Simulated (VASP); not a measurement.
# TaN (P-62m) in VASP: notebook

The runs below take TaN through single point, relaxation of cell and atoms, with LDA.

Everything below comes from runs of VASP 6.6.1. Logs are shortened: lines on timing, memory, paths and dates and some standing lists are left out, and cuts for length are marked.

**1. The cell of the first run**

The structure is hexagonal, space group P-62m (No. 189). Conventional cell: a = 5.154 Å, b = 5.154 Å, c = 2.871 Å, α = 90.00°, β = 90.00°, γ = 120.00°. Ta (site symmetry -62m) has 3 N at 2.03 Å within 2.7 Å. Within 3.0 Å of Ta (site symmetry -6) lie 6 N at 2.14 Å and 5 Ta at 2.87 to 2.98 Å. N (site symmetry m2m) has 5 Ta at 2.03 to 2.14 Å and 6 N at 2.75 to 2.87 Å within 2.9 Å.

**2. Single point, LDA**

Contents of INCAR:

```
  ALGO = Normal
  EDIFF = 1E-6
  ENCUT = 700
  GGA = CA
  GGA_COMPAT = F
  ISIF = 2
  ISMEAR = 0
  LASPH = T
  LCHARG = F
  LREAL = F
  LWAVE = F
  NBANDS = 36
  NELM = 120
  PREC = Accurate
  SIGMA = 0.1
```

Contents of KPOINTS:

```
k-points
0
Gamma
  6 6 6
```

Contents of POSCAR:

```
TaN
1.0
    5.1535804688      0.0000000000      0.0000000000
   -2.5767902344      4.4631316064      0.0000000000
    0.0000000000      0.0000000000      2.8712062749
Ta N
3 3
Direct
    0.0000000000      0.0000000000      0.0000000000
    0.3333333333      0.6666666667      0.5000000000
    0.6666666667      0.3333333333      0.5000000000
    0.3934654586      0.0000000000      0.0000000000
    0.6065345414      0.6065345414      0.0000000000
    0.0000000000      0.3934654586      0.0000000000
```

Potentials or basis: VASP PAW LDA potentials, release 64 (Ta_sv_GW, N).

Launch:

```console
$ cat potpaw_LDA.64/Ta_sv_GW/POTCAR potpaw_LDA.64/N/POTCAR > POTCAR
$ mpirun -np 1 vasp_std > vasp.out
```

OUTCAR:

```text
EDIFF = 1E-6
   ENCUT = 700
   GGA = CA
   ISIF = 2
   ISMEAR = 0
   LASPH = T
   LREAL = F
   NELM = 120
   PREC = Accurate

 ion  position               nearest neighbor table
   1  0.000  0.000  0.000-   5 2.03   6 2.03   4 2.03
   2  0.333  0.667  0.500-   4 2.14   4 2.14   6 2.14   6 2.14   5 2.14   5 2.14   3 2.98   3 2.98
                             3 2.98
   3  0.667  0.333  0.500-   6 2.14   6 2.14   4 2.14   4 2.14   5 2.14   5 2.14   2 2.98   2 2.98
                             2 2.98
   4  0.393  0.000  0.000-   1 2.03   2 2.14   2 2.14   3 2.14   3 2.14
   5  0.607  0.607  0.000-   1 2.03   3 2.14   3 2.14   2 2.14   2 2.14
   6  0.000  0.393  0.000-   1 2.03   3 2.14   3 2.14   2 2.14   2 2.14

  LATTYP: Found a hexagonal cell.
 ALAT       =     5.1535804688
 C/A-ratio  =     0.5571284454

  Lattice vectors:

 A1 = (   5.1535804688,   0.0000000000,   0.0000000000)
 A2 = (  -2.5767902344,   4.4631316064,   0.0000000000)
 A3 = (   0.0000000000,   0.0000000000,   2.8712062749)

Analysis of symmetry for initial positions (statically):
=====================================================================
 Subroutine PRICEL returns:
 Original cell was already a primitive cell.

 Routine SETGRP: Setting up the symmetry group for a
 hexagonal supercell.

 Subroutine GETGRP returns: Found 12 space group operations
 (whereof 12 operations were pure point group operations)
 out of a pool of 24 trial point group operations.

The static configuration has the point symmetry D_3h.

Analysis of symmetry for dynamics (positions and initial velocities):
=====================================================================
 Subroutine PRICEL returns:
 Original cell was already a primitive cell.

 Routine SETGRP: Setting up the symmetry group for a
 hexagonal supercell.

 Subroutine GETGRP returns: Found 12 space group operations
 (whereof 12 operations were pure point group operations)
 out of a pool of 24 trial point group operations.

The dynamic configuration has the point symmetry D_3h.

 Subroutine INISYM returns: Found 12 space group operations
 (whereof 12 operations are pure point group operations),
 and found     1 'primitive' translations

----------------------------------------------------------------------------------------

                                     Primitive cell

  volume of cell :      66.0409

  direct lattice vectors                    reciprocal lattice vectors
[... 86 lines left out ...]
   PREC   = accura    normal or accurate (medium, high low for compatibility)
   ISTART =      0    job   : 0-new  1-cont  2-samecut
   ICHARG =      2    charge: 1-file 2-atom 10-const
   ISPIN  =      1    spin polarized calculation?
   LNONCOLLINEAR =      F non collinear calculations
   LSORBIT =      F    spin-orbit coupling
   LASPH  =      T    aspherical Exc in radial PAW
   ENCUT  =  700.0 eV  51.45 Ry    7.17 a.u.  11.12 11.12  6.19*2*pi/ulx,y,z
   NELM   =    120;   NELMIN=  2; NELMDL= -5     # of ELM steps
   EDIFF  = 0.1E-05   stopping-criterion for ELM
   LREAL  =      F    real-space projection
[... 7 lines left out ...]
   TEBEG  =    0.0;   TEEND  =   0.0 temperature during run
   PSTRESS=    0.0 pullay stress
   NELECT =      54.0000    total number of electrons
   NUPDOWN=      -1.0000    fix difference up-down
   EMIN   =  10.00;   EMAX   =-10.00  energy-range for DOS
   EFERMI =   0.00;   METHOD = LEGACY
   ISMEAR =     0;   SIGMA  =   0.10  broadening in eV -4-tet -1-fermi 0-gaus
   EFERMI_NEDOS =   21; number of points for ismear=-14 and -15
   IALGO  =     38    algorithm
   IMIX   =      4    mixing-type and parameters
     AMIX     =   0.40;   BMIX     =  1.00
     AMIX_MAG =   1.60;   BMIX_MAG =  1.00
  volume/ion in A,a.u.               =      11.01        74.28
  Fermi-wavevector in a.u.,A,eV,Ry     =   1.530858  2.892903 31.885628  2.343528
  Thomas-Fermi vector in A             =   2.638283
   LORBIT       =      0    0 simple, 1 ext, 2 COOP (PROOUT), +10 PAW based schemes
   GGA     = CA    functional components
   LHFCALC =     F    Hartree Fock is set to
   AEXX    =    0.0000 exact exchange contribution
   IVDW    =     0    specifies the selected vdW correction
   LEPSILON=     F    determine dielectric tensor
   LRPA    =     F    only Hartree local field effects (RPA)
 non-spin polarized calculation
 Gauss-broadening in eV      SIGMA  =   0.10
  energy-cutoff  :      700.00
  volume of cell :       66.04
 maximum number of plane-waves:      2808
 NGX is ok and might be reduce to    48
   NGX = 23   NGY = 23   NGZ = 13

 number of electron      53.9999996 magnetization

 Free energy of the ion-electron system (eV)
  ---------------------------------------------------
  ext. energy  EPLUGINS =         0.00000000
  ---------------------------------------------------
  free energy    TOTEN  =       -81.68819740 eV

  energy without entropy =      -81.68407977  energy(sigma->0) =      -81.68613858

 E-fermi :  12.4761     XC(G=0): -13.7869

 val. band max:       12.1789346067   @ k =   0.1667   0.0000   0.1667
 cond. band min:      12.4932632748   @ k =   0.1667   0.0000   0.3333
 fundamental gap:      0.3143286681
 Fermi energy:        12.4760716716

 k-point     1 :       0.0000    0.0000    0.0000
  band No.  band energies     occupation
      1     -56.4910      2.00000
      2     -56.4388      2.00000
      3     -55.8635      2.00000
      4     -23.5599      2.00000
      5     -23.5599      2.00000
      6     -23.1791      2.00000
[... 925 lines left out ...]
     35      17.5355      0.00000
     36      17.8134      0.00000

 [... further k-points ...]
[... 5 lines left out ...]
  --------------------------------------------------------------------------------------
  -------------------------------------------------------------------------------------
  Total        0.4186387      0.4186387      0.3859932      0.0000000     -0.0000000      0.0000000
  in kB       10.1563307     10.1563307      9.3643379      0.0000000     -0.0000000      0.0000000
  external PRESSURE =       9.8923331 kB  Pullay stress =       0.0000000 kB

 VOLUME and BASIS-vectors are now :
 -----------------------------------------------------------------------------
  energy-cutoff  :      700.00
  volume of cell :       66.04
      direct lattice vectors                 reciprocal lattice vectors
     5.153580469  0.000000000  0.000000000     0.194039854  0.112028962  0.000000000
    -2.576790234  4.463131606  0.000000000     0.000000000  0.224057923  0.000000000
     0.000000000  0.000000000  2.871206275     0.000000000  0.000000000  0.348285670

 POSITION                                       TOTAL-FORCE (eV/Angst)
 -----------------------------------------------------------------------------------
      0.00000      0.00000      0.00000        -0.000000     -0.000000     -0.000000
     -0.00000      2.97542      1.43560         0.000000     -0.000000     -0.000000
      2.57679      1.48771      1.43560        -0.000000      0.000000     -0.000000
      2.02776      0.00000      0.00000         0.001958     -0.000000      0.000000
      1.56291      2.70704      0.00000        -0.000979     -0.001696     -0.000000
     -1.01388      1.75609      0.00000        -0.000979      0.001696     -0.000000
 -----------------------------------------------------------------------------------
    total drift:                               -0.000000     -0.000000      0.000000

  FREE ENERGIE OF THE ION-ELECTRON SYSTEM (eV)
  ---------------------------------------------------
  free  energy   TOTEN  =       -81.6881973972 eV

  energy  without entropy=      -81.6840797704  energy(sigma->0) =      -81.68613858
```

OSZICAR:

```text
N       E                     dE             d eps       ncg     rms          rms(c)
DAV:   1     0.522333106066E+03    0.52233E+03   -0.39489E+04  2016   0.194E+03
DAV:   2    -0.571317935420E+02   -0.57946E+03   -0.56573E+03  2552   0.437E+02
DAV:   3    -0.940144237549E+02   -0.36883E+02   -0.36663E+02  2648   0.109E+02
[... 10 lines left out ...]
DAV:  14    -0.816881715975E+02    0.14283E-02   -0.10725E-02  2536   0.494E-01    0.993E-01
DAV:  15    -0.816882700101E+02   -0.98413E-04   -0.93848E-04  2432   0.142E-01    0.263E+00
DAV:  16    -0.816882008204E+02    0.69190E-04   -0.18134E-04  2436   0.739E-02    0.400E-01
DAV:  17    -0.816882020943E+02   -0.12739E-05   -0.98064E-05  2568   0.419E-02    0.596E-01
DAV:  18    -0.816881974601E+02    0.46342E-05   -0.18378E-05  2396   0.216E-02    0.157E-01
DAV:  19    -0.816881973972E+02    0.62843E-07   -0.94481E-07  1320   0.553E-03
   1 F= -.81688197E+02 E0= -.81686139E+02  d E =-.411763E-02
```

stdout:

```text
POSCAR found type information on POSCAR TaN
 POSCAR found :  2 types and       6 ions
 scaLAPACK will be used
 LDA part: xc-table for (Slater(with rela. corr.)+CA(PZ))
 , standard interpolation
 POSCAR, INCAR and KPOINTS ok, starting setup
 FFT: planning ... GRIDC
 FFT: planning ... GRID_SOFT
 FFT: planning ... GRID
 WAVECAR not read
 entering main loop
```

Run time: 3.2 min. Hardware: 1 thread of Intel Xeon Platinum 8375C at 2.90GHz (Ice Lake), shared host; peak memory 0.25 GiB.

What came out:

```yaml
Free_energy: -81.6882 eV
Pressure: 1.0 GPa
Band_gap_on_the_k_mesh: zero (bands 27 and 28 overlap by 2.92 eV)
```

Caveat: the k points lie up to 0.36 Å⁻¹ apart, too coarse for converged energies and pressures of a metal; spin-orbit coupling is left out, which moves the levels of the heavy elements.

**3. Single point, LDA**

This run uses another cell than the first one, of 11.41 Å³/atom.

Contents of INCAR:

```
SYSTEM = TaN
PREC = Accurate
ENCUT = 700
EDIFF = 1E-6
ISMEAR = 0
SIGMA = 0.1
LREAL = .False.
LASPH = .True.
NELM = 120
ALGO = Normal
ISIF = 2
LWAVE = .False.
LCHARG = .False.
GGA = CA
NBANDS = 36
GGA_COMPAT = .False.
```

Contents of KPOINTS:

```
regular mesh
0
Gamma
  6 6 6
  0 0 0
```

Contents of POSCAR:

```
TaN
1.0
    5.2084955000      0.0000000000      0.0000000000
   -2.6042477500      4.5106894200      0.0000000000
    0.0000000000      0.0000000000      2.9147477500
Ta N
3 3
Direct
    0.0000000000      0.0000000000      0.0000000000
    0.3333333300      0.6666666700      0.5000000000
    0.6666666700      0.3333333300      0.5000000000
    0.3923921700      0.0000000000      0.0000000000
    0.6076078300      0.6076078300      0.0000000000
    0.0000000000      0.3923921700      0.0000000000
```

Potentials or basis: VASP PAW LDA potentials, release 64 (Ta_sv_GW, N).

Launch:

```console
$ cat potpaw_LDA.64/Ta_sv_GW/POTCAR potpaw_LDA.64/N/POTCAR > POTCAR
$ mpirun -np 1 vasp_std > vasp.out
```

OUTCAR:

```text
SYSTEM = TaN
   PREC = Accurate
   ENCUT = 700
   EDIFF = 1E-6
   ISMEAR = 0
   LREAL = .False.
   LASPH = .True.
   NELM = 120
   ISIF = 2
   GGA = CA

 ion  position               nearest neighbor table
   1  0.000  0.000  0.000-   4 2.04   5 2.04   6 2.04
   2  0.333  0.667  0.500-   4 2.17   4 2.17   6 2.17   6 2.17   5 2.17   5 2.17   3 3.01   3 3.01
                             3 3.01
   3  0.667  0.333  0.500-   6 2.17   6 2.17   4 2.17   4 2.17   5 2.17   5 2.17   2 3.01   2 3.01
                             2 3.01
   4  0.392  0.000  0.000-   1 2.04   2 2.17   2 2.17   3 2.17   3 2.17
   5  0.608  0.608  0.000-   1 2.04   2 2.17   2 2.17   3 2.17   3 2.17
[... 1146 lines left out ...]
  Total       -4.2068436     -4.2068436     -5.5306109      0.0000000     -0.0000000      0.0000000
  in kB      -98.4262090    -98.4262091   -129.3979794      0.0000000     -0.0000000      0.0000000
  external PRESSURE =    -108.7501325 kB  Pullay stress =       0.0000000 kB

 VOLUME and BASIS-vectors are now :
 -----------------------------------------------------------------------------
  energy-cutoff  :      700.00
  volume of cell :       68.48
      direct lattice vectors                 reciprocal lattice vectors
     5.208495500  0.000000000  0.000000000     0.191994022  0.110847800  0.000000000
    -2.604247750  4.510689420  0.000000000     0.000000000  0.221695601  0.000000000
     0.000000000  0.000000000  2.914747750     0.000000000  0.000000000  0.343082862

 POSITION                                       TOTAL-FORCE (eV/Angst)
 -----------------------------------------------------------------------------------
      0.00000      0.00000      0.00000        -0.000000      0.000000      0.000000
     -0.00000      3.00713      1.45737        -0.000000      0.000000      0.000000
      2.60425      1.50356      1.45737        -0.000000      0.000000      0.000000
      2.04377      0.00000      0.00000        -0.011558      0.000000      0.000000
      1.58236      2.74073      0.00000         0.005779      0.010010      0.000000
     -1.02189      1.76996      0.00000         0.005779     -0.010010      0.000000
 -----------------------------------------------------------------------------------
    total drift:                               -0.000000     -0.000000      0.000000

  FREE ENERGIE OF THE ION-ELECTRON SYSTEM (eV)
  ---------------------------------------------------
  free  energy   TOTEN  =       -81.6133520565 eV

  energy  without entropy=      -81.6094902928  energy(sigma->0) =      -81.61142117
```

OSZICAR:

```text
N       E                     dE             d eps       ncg     rms          rms(c)
DAV:   1     0.528853411169E+03    0.52885E+03   -0.39294E+04  2016   0.194E+03
DAV:   2    -0.564636597079E+02   -0.58532E+03   -0.57233E+03  2564   0.435E+02
DAV:   3    -0.941935903693E+02   -0.37730E+02   -0.37494E+02  2640   0.110E+02
DAV:   4    -0.951900317120E+02   -0.99644E+00   -0.99556E+00  2840   0.163E+01
[... 11 lines left out ...]
DAV:  16    -0.816133775015E+02   -0.71506E-05   -0.16838E-04  2624   0.772E-02    0.121E+00
DAV:  17    -0.816133585419E+02    0.18960E-04   -0.24983E-04  2432   0.751E-02    0.730E-01
DAV:  18    -0.816133543877E+02    0.41542E-05   -0.11931E-05  2216   0.186E-02    0.488E-01
DAV:  19    -0.816133521797E+02    0.22080E-05   -0.75765E-06  2144   0.133E-02    0.116E-01
DAV:  20    -0.816133520565E+02    0.12323E-06   -0.39778E-07  1256   0.343E-03
   1 F= -.81613352E+02 E0= -.81611421E+02  d E =-.386176E-02
```

Wall time 3 min (1 thread of AMD EPYC 7R13 (Zen 3), shared host); peak memory 0.21 GiB.

What came out:

| Quantity | Value |
| --- | --- |
| Free energy | -81.6134 eV |
| Pressure | -10.9 GPa |
| Largest force | 0.012 eV/Å |
| Band gap on the k mesh | zero (bands 27 and 28 overlap by 2.78 eV) |

Forces on the atoms (eV/Å):
```
Ta   0.000  0.000  0.000
Ta   0.000  0.000  0.000
Ta   0.000  0.000  0.000
N   -0.012  0.000  0.000
N    0.006  0.010  0.000
N    0.006 -0.010  0.000
```

Stress tensor (GPa, compression positive):
```
 -9.84   0.00   0.00
  0.00  -9.84   0.00
  0.00   0.00 -12.94
```

Caveat: the cell stands under tension; spin-orbit coupling is left out, which moves the levels of the heavy elements.

**4. Relaxation of cell and atoms, LDA**

This run uses another cell than the first one, of 11.41 Å³/atom.

Contents of INCAR:

```
SYSTEM = TaN
PREC = Accurate ; ENCUT = 700
EDIFF = 1E-7 ; ISMEAR = 0
SIGMA = 0.1 ; LREAL = .False.
LASPH = .True. ; NELM = 120
ALGO = Normal ; ISIF = 3
LWAVE = .False. ; LCHARG = .False.
GGA = CA ; IBRION = 2
NSW = 100 ; EDIFFG = -0.05
GGA_COMPAT = .False. ; NELMIN = 4
```

Contents of KPOINTS:

```
Automatic mesh
0
Gamma
  6 6 6
  0 0 0
```

POSCAR is that of step 3.

Launch:

```console
$ cat potpaw_LDA.64/Ta_sv_GW/POTCAR potpaw_LDA.64/N/POTCAR > POTCAR
$ mpirun -np 1 vasp_std > vasp.out
```

Run time: 9 min. Hardware: 1 thread of Intel Xeon Platinum 8259CL at 2.50GHz (Skylake/Cascade Lake), shared host; peak memory 0.27 GiB.

Results (log left out):

```yaml
Free_energy: -81.6939 eV
Relaxed_volume: 11.03 Å³/atom
Relaxed_cell: a = 5.160 Å, b = 5.160 Å, c = 2.871 Å, α = 90.00°, β = 90.00°, γ = 120.00°
Space_group_after_relaxing_to_0.1_Å: P-62m (No. 189)
Energy_gained_by_relaxing: 13.4 meV/atom
Ionic_steps: 7
Pressure_after_relaxing: 0.2 GPa
Largest_force_after_relaxing: 0.023 eV/Å
Band_gap_on_the_k_mesh: zero (bands 27 and 28 overlap by 2.90 eV)
```

Forces in eV/Å, atoms in the order of the input:
```
Ta   0.000  0.000  0.000
Ta   0.000  0.000  0.000
Ta   0.000  0.000  0.000
N    0.023  0.000  0.000
N   -0.012 -0.020  0.000
N   -0.012  0.020  0.000
```

Stress tensor (GPa, compression positive):
```
0.08 0.00 0.00
0.00 0.08 0.00
0.00 0.00 0.43
```

Step by step:
| step | energy change (eV) | largest force (eV/Å) | pressure (GPa) | volume (Å³) |
| --- | --- | --- | --- | --- |
| 1 | 0.0000 | 0.0116 | -10.87 | 68.48 |
| 2 | 0.4393 | 0.4270 | 34.26 | 61.08 |
| 3 | -0.0794 | 0.1122 | -0.30 | 66.31 |
| 4 | -0.0795 | 0.1158 | 0.00 | 66.25 |
| 5 | -0.0795 | 0.1182 | 0.25 | 66.21 |
| 6 | -0.0804 | 0.0071 | 0.18 | 66.20 |
| 7 | -0.0806 | 0.0234 | 0.20 | 66.21 |

Final structure:
```
CELL_PARAMETERS angstrom
5.16024 0.00000 0.00000
-2.58012 4.46890 0.00000
0.00000 0.00000 2.87092
ATOMIC_POSITIONS crystal
Ta 0.00000 0.00000 0.00000
Ta 0.33333 0.66667 0.50000
Ta 0.66667 0.33333 0.50000
N 0.39308 0.00000 0.00000
N 0.60692 0.60692 0.00000
N 0.00000 0.39308 0.00000
```

Levels at points of the mesh, in eV from the Fermi level:
```csv
k point,band 24,band 25,band 26,band 27,band 28,band 29,band 30,band 31
"(0.00, 0.00, 0.00)",-4.32,-3.32,-2.03,-1.00,-1.00,0.59,0.59,1.76
"(0.50, 0.00, 0.00)",-4.04,-3.96,-2.92,-2.75,1.27,1.83,1.93,2.47
"(0.00, 0.00, 0.50)",-4.38,-2.96,-2.96,1.91,1.91,2.16,2.22,2.22
"(0.50, 0.00, 0.50)",-4.12,-3.36,-1.93,-1.05,0.48,1.39,3.32,3.33
```

Caveat: spin-orbit coupling is left out, which moves the levels of the heavy elements; the relaxation stopped at a loose force limit of 0.05 eV/Å, so its end isn't a converged minimum.

**5. The runs side by side**

| task | cell | gap on the mesh (eV) | pressure (GPa) | largest force (eV/Å) |
| --- | --- | --- | --- | --- |
| single point | a = 5.154, b = 5.154, c = 2.871 Å, angles 90.0, 90.0, 120.0°, 6 atoms, atomic positions A | none | 1.0 | - |
| single point | a = 5.208, b = 5.208, c = 2.915 Å, angles 90.0, 90.0, 120.0°, 6 atoms, atomic positions B | none | -10.9 | 0.01 |
| relaxation of cell and atoms | relaxed from a = 5.208, b = 5.208, c = 2.915 Å, angles 90.0, 90.0, 120.0°, 6 atoms, atomic positions B | none | 0.2 | 0.02 |

Alike in all rows: level LDA; potentials or basis VASP PAW LDA potentials, release 64 (Ta_sv_GW, N); no spin polarisation; k mesh 6 × 6 × 6; cutoff (eV) 700; smearing gaussian 0.1 eV.

Caveats: some runs use coarse meshes; spin-orbit coupling is left out, which moves the levels of the heavy elements; the cell stands under tension (at least some runs); the relaxation stopped at a loose force limit of 0.05 eV/Å, so its end isn't a converged minimum (at least some runs).

Absolute energies hang on the potentials; compare differences alone.

The gap in the log of VASP goes by the Fermi energy; the results here count the filled bands.